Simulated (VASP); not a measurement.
# NaI (P2/m) in VASP: further runs, part 2 of 2

VASP 6.6.1. The steps go on from the part before.

**3. Single point, PBE+D3(BJ) (engineering shear strain xz -0.2000, normal strain along z -0.0733)**

INCAR reads:

```
SYSTEM = NaI
ALGO = Normal ; EDIFF = 1E-6
ENCUT = 520 ; GGA = PE
ISIF = 2 ; ISMEAR = 0
IVDW = 12 ; LASPH = .TRUE.
LCHARG = .FALSE. ; LREAL = .FALSE.
LWAVE = .FALSE. ; NBANDS = 22
NELM = 100 ; PREC = Accurate
SIGMA = 0.05
```

KPOINTS reads:

```
k-points
0
G
  6 8 4
  0 0 0
```

POSCAR reads:

```
NaI
1.0
    4.7722534545      0.0000000000     -0.4772253455
    0.0000000000      4.1018944388      0.0000000000
   -0.6773778383      0.0000000000      6.2772604272
Na I
2 2
Direct
    0.2500000000      0.5000000000      0.2499880837
    0.7500000000      0.5000000000      0.7500119163
    0.2500000000      0.0000000000      0.7499134626
    0.7500000000      0.0000000000      0.2500865374
```

Potentials or basis: VASP PAW PBE potentials, release 64 (Na_pv, I).

Launch:

```console
$ cat potpaw_PBE.64/Na_pv/POTCAR potpaw_PBE.64/I/POTCAR > POTCAR
$ mpirun -np 1 vasp_std > vasp.out
```

It took 2.7 min on 1 thread of Intel Xeon 8259CL, shared host; peak memory 0.33 GiB.

Results (log left out):

```
Free energy                : -10.7583 eV
Pressure                   : 2.2 GPa
Largest force              : 0.004 eV/Å
Band gap on the k mesh     : 1.22 eV
Dispersion energy per atom : -0.283 eV
```

Forces on the atoms (eV/Å):
```
Na   0.000  0.000  0.000
Na   0.000  0.000  0.000
I    0.002  0.000  0.003
I   -0.002  0.000 -0.003
```

Stress tensor (GPa, compression positive):
```
 2.27  0.00  5.67
 0.00 -0.51  0.00
 5.67  0.00  4.71
```

Levels at points of the mesh, in eV from the valence-band top:
| k point | band 11 | band 12 | band 13 | band 14 | band 15 | band 16 | band 17 | band 18 |
| --- | --- | --- | --- | --- | --- | --- | --- | --- |
| (0.00, 0.00, 0.00) | -2.44 | -2.16 | -1.27 | -0.23 | 1.22 | 2.34 | 3.92 | 5.65 |
| (0.50, 0.00, 0.00) | -2.81 | -2.81 | -1.70 | -1.70 | 3.74 | 3.74 | 5.46 | 5.46 |
| (0.00, 0.50, 0.00) | -3.27 | -2.67 | -2.16 | 0.00 | 2.35 | 3.53 | 3.59 | 4.44 |
| (0.50, 0.50, 0.00) | -3.17 | -3.17 | -2.39 | -2.38 | 2.58 | 2.58 | 4.30 | 4.30 |
| (0.00, 0.00, 0.50) | -2.61 | -2.60 | -1.76 | -1.76 | 2.83 | 2.83 | 4.26 | 4.26 |
| (0.50, 0.00, 0.50) | -2.11 | -1.93 | -1.43 | -0.39 | 2.91 | 3.69 | 5.28 | 5.47 |
| (0.00, 0.50, 0.50) | -2.50 | -2.50 | -2.28 | -2.27 | 3.48 | 3.48 | 4.69 | 4.69 |
| (0.50, 0.50, 0.50) | -3.95 | -3.44 | -1.75 | -0.11 | 1.29 | 2.21 | 4.63 | 5.94 |

Caveat: the cell differs from its parent crystal (engineering shear strain xz -0.2000, normal strain along z -0.0733); the stress differs along the axes, from -1 to 5 GPa; spin-orbit coupling is left out, which moves the levels of the heavy elements. A k mesh can miss the band edges.

**4. Single point, PBE+D3(BJ) (engineering shear strain xz -0.1000, normal strain along z -0.0733)**

INCAR reads:

```
SYSTEM = NaI
ALGO = Normal
EDIFF = 1E-6
ENCUT = 520
GGA = PE
ISIF = 2
ISMEAR = 0
IVDW = 12
LASPH = .True.
LCHARG = .False.
LREAL = .False.
LWAVE = .False.
NBANDS = 22
NELM = 80
PREC = Accurate
SIGMA = 0.05
```

KPOINTS reads:

```
k-points
0
Gamma
  6 8 4
  0 0 0
```

Changes to POSCAR since step 3:

```diff
@@ -2,5 +2,5 @@
 1.0
-    4.7722534545      0.0000000000     -0.4772253455
+    4.7722534545      0.0000000000     -0.2386126727
     0.0000000000      4.1018944388      0.0000000000
-   -0.6773778383      0.0000000000      6.2772604272
+   -0.3386889191      0.0000000000      6.2772604272
 Na I
```

Launch:

```console
$ cat potpaw_PBE.64/Na_pv/POTCAR potpaw_PBE.64/I/POTCAR > POTCAR
$ mpirun -np 1 vasp_std > vasp.out
```

It took 2.2 min on 1 thread of Intel Xeon 8259CL, shared host; peak memory 0.33 GiB.

The run converged. Its results:

* Free energy: -11.1016 eV
* Pressure: 1.3 GPa
* Band gap on the k mesh: 2.02 eV
* Dispersion energy per atom: -0.281 eV

Forces on the atoms (eV/Å):
```
Na   0.000  0.000  0.000
Na   0.000  0.000  0.000
I    0.001  0.000  0.002
I   -0.001  0.000 -0.002
```

Stress tensor (GPa, compression positive):
```
 1.81  0.00  2.62
 0.00 -0.37  0.00
 2.62  0.00  2.50
```

Levels at points of the mesh, in eV from the valence-band top:
| k point | band 10 | band 11 | band 12 | band 13 | band 14 | band 15 | band 16 | band 17 | band 18 | band 19 |
| --- | --- | --- | --- | --- | --- | --- | --- | --- | --- | --- |
| (0.00, 0.00, 0.00) | -2.61 | -1.55 | -1.51 | -0.77 | -0.26 | 2.02 | 2.86 | 4.75 | 6.04 | 6.14 |
| (0.50, 0.00, 0.00) | -3.14 | -2.32 | -2.32 | -1.14 | -1.14 | 4.41 | 4.41 | 6.41 | 6.41 | 7.42 |
| (0.00, 0.50, 0.00) | -3.14 | -2.78 | -2.27 | -1.26 | 0.00 | 2.93 | 4.05 | 4.51 | 4.93 | 6.05 |
| (0.50, 0.50, 0.00) | -3.26 | -2.56 | -2.56 | -1.87 | -1.87 | 3.41 | 3.41 | 4.55 | 4.55 | 7.65 |
| (0.00, 0.00, 0.50) | -2.39 | -2.07 | -2.07 | -1.20 | -1.19 | 3.60 | 3.60 | 4.75 | 4.76 | 7.00 |
| (0.50, 0.00, 0.50) | -3.99 | -1.28 | -1.25 | -1.01 | -0.44 | 3.77 | 4.21 | 5.95 | 6.10 | 6.21 |
| (0.00, 0.50, 0.50) | -3.50 | -1.90 | -1.90 | -1.76 | -1.76 | 4.13 | 4.14 | 5.34 | 5.34 | 5.76 |
| (0.50, 0.50, 0.50) | -3.35 | -3.34 | -3.05 | -0.94 | -0.14 | 2.12 | 2.58 | 5.57 | 6.50 | 6.99 |

Caveat: the cell differs from its parent crystal (engineering shear strain xz -0.1000, normal strain along z -0.0733); spin-orbit coupling is left out, which moves the levels of the heavy elements. A k mesh can miss the band edges.

**5. Single point, PBE+D3(BJ) (engineering shear strain xz -0.3000, normal strain along z -0.0367)**

INCAR reads:

```
ALGO     = Normal         # electronic algorithm
EDIFF    = 1E-7           # SCF threshold, eV
ENCUT    = 520            # plane-wave cutoff, eV
GGA      = PE             # functional
ISIF     = 2              # what is computed and relaxed
ISMEAR   = 0              # smearing method
IVDW     = 12             # dispersion correction
LASPH    = True           # aspherical terms in the spheres
LCHARG   = True           # write CHGCAR
LELF     = True           # ELF
LREAL    = False          # projectors in reciprocal space
LVHAR    = True         
LWAVE    = False          # write WAVECAR
NBANDS   = 22             # bands
NELM     = 100            # most SCF steps
PREC     = Accurate       # precision mode
SIGMA    = 0.05           # smearing width, eV
```

KPOINTS reads:

```
k-points
0
Gamma
  6 8 4
```

Changes to POSCAR since step 4:

```diff
@@ -2,5 +2,5 @@
 1.0
-    4.7722534545      0.0000000000     -0.2386126727
+    4.7722534545      0.0000000000     -0.7158380182
     0.0000000000      4.1018944388      0.0000000000
-   -0.3386889191      0.0000000000      6.2772604272
+   -1.0160667574      0.0000000000      6.5251807160
 Na I
```

Potentials or basis: VASP PAW PBE potentials, release 64 (Na_pv, I).

Launch:

```console
$ cat potpaw_PBE.64/Na_pv/POTCAR potpaw_PBE.64/I/POTCAR > POTCAR
$ mpirun -np 1 vasp_std > vasp.out
```

OUTCAR:

```text
EDIFF = 1E-7
   ENCUT = 520
   GGA = PE
   ISIF = 2
   ISMEAR = 0
   IVDW = 12
   LASPH = True
   LREAL = False
   NELM = 100
   PREC = Accurate
 IVDW          = 12

 ion  position               nearest neighbor table
   1  0.250  0.500  0.250-   4 3.17   4 3.17   4 3.17   4 3.17
   2  0.750  0.500  0.750-   3 3.17   3 3.17   3 3.17   3 3.17
   3  0.250  0.000  0.750-   2 3.17   2 3.17   2 3.17   2 3.17   4 3.46   4 3.46
   4  0.750  0.000  0.250-   1 3.17   1 3.17   1 3.17   1 3.17   3 3.46   3 3.46

[... 804 lines left out ...]

  FORCE on cell =-STRESS in cart. coord.  units (eV):
  Direction    XX          YY          ZZ          XY          YZ          ZX
  --------------------------------------------------------------------------------------
  -------------------------------------------------------------------------------------
  Total       1.15555    -0.38014     4.98970     0.00000     0.00000     5.87024
  in kB      14.84104    -4.88219    64.08383     0.00000     0.00000    75.39290
  external pressure =       24.68 kB  Pullay stress =        0.00 kB

 VOLUME and BASIS-vectors are now :
 -----------------------------------------------------------------------------
  energy-cutoff  :      520.00
  volume of cell :      124.75
      direct lattice vectors                 reciprocal lattice vectors
     4.772253455  0.000000000 -0.715838018     0.214556043  0.000000000  0.033409536
     0.000000000  4.101894439  0.000000000     0.000000000  0.243789794  0.000000000
    -1.016066757  0.000000000  6.525180716     0.023537643  0.000000000  0.156917618

 POSITION                                       TOTAL-FORCE (eV/Angst)
 -----------------------------------------------------------------------------------
      0.93906      2.05095      1.45226        -0.000008      0.000000      0.000167
      2.81713      2.05095      4.35708         0.000008     -0.000000     -0.000167
      0.43110      0.00000      4.71436         0.002860      0.000000      0.003619
      3.32509      0.00000      1.09498        -0.002860      0.000000     -0.003619
 -----------------------------------------------------------------------------------
    total drift:                                0.000000      0.000000     -0.000000

  FREE ENERGIE OF THE ION-ELECTRON SYSTEM (eV)
  ---------------------------------------------------
  free  energy   TOTEN  =       -10.3775978896 eV

  energy  without entropy=      -10.3775978896  energy(sigma->0) =      -10.37759789
```

Run time: 3.6 min. Hardware: 1 thread of Intel Xeon 8259CL, shared host; peak memory 0.34 GiB.

Results:

```
Free energy                : -10.3776 eV
Pressure                   : 2.5 GPa
Largest force              : 0.005 eV/Å
Band gap on the k mesh     : 0.50 eV
Dispersion energy per atom : -0.275 eV
```

Forces in eV/Å, atoms in the order of the input:
```
Na   0.000  0.000  0.000
Na   0.000  0.000  0.000
I    0.003  0.000  0.004
I   -0.003  0.000 -0.004
```

Stress tensor (GPa, compression positive):
```
 1.48  0.00  7.54
 0.00 -0.49  0.00
 7.54  0.00  6.41
```

Caveat: the cell differs from its parent crystal (engineering shear strain xz -0.3000, normal strain along z -0.0367); the stress differs along the axes, from -0 to 6 GPa; semilocal functionals underestimate gaps, and a narrow one can read as zero; spin-orbit coupling is left out, which moves the levels of the heavy elements. A k mesh can miss the band edges.

**6. Overview**

| cell | gap on the mesh (eV) | pressure (GPa) |
| --- | --- | --- |
| a = 4.826, b = 4.102, c = 6.359 Å, angles 90.0, 107.7, 90.0°, 4 atoms | 0.09 | 3.8 |
| a = 4.796, b = 4.102, c = 6.314 Å, angles 90.0, 101.9, 90.0°, 4 atoms | 1.22 | 2.2 |
| a = 4.778, b = 4.102, c = 6.286 Å, angles 90.0, 96.0, 90.0°, 4 atoms | 2.02 | 1.3 |
| a = 4.826, b = 4.102, c = 6.604 Å, angles 90.0, 107.4, 90.0°, 4 atoms | 0.50 | 2.5 |

Alike in all rows: task single point; level PBE+D3(BJ); potentials or basis VASP PAW PBE potentials, release 64 (Na_pv, I); no spin polarisation; k mesh 6 × 8 × 4; cutoff (eV) 520; smearing gaussian 0.05 eV.

Caveats: spin-orbit coupling is left out, which moves the levels of the heavy elements; semilocal functionals underestimate gaps, and a narrow one can read as zero (at least some runs); the stress differs along the axes, from -1 to 9 GPa (at least some runs); the stress differs along the axes, from -1 to 5 GPa (at least some runs); the stress differs along the axes, from -0 to 6 GPa (at least some runs).

Absolute energies hang on the potentials; compare differences alone.
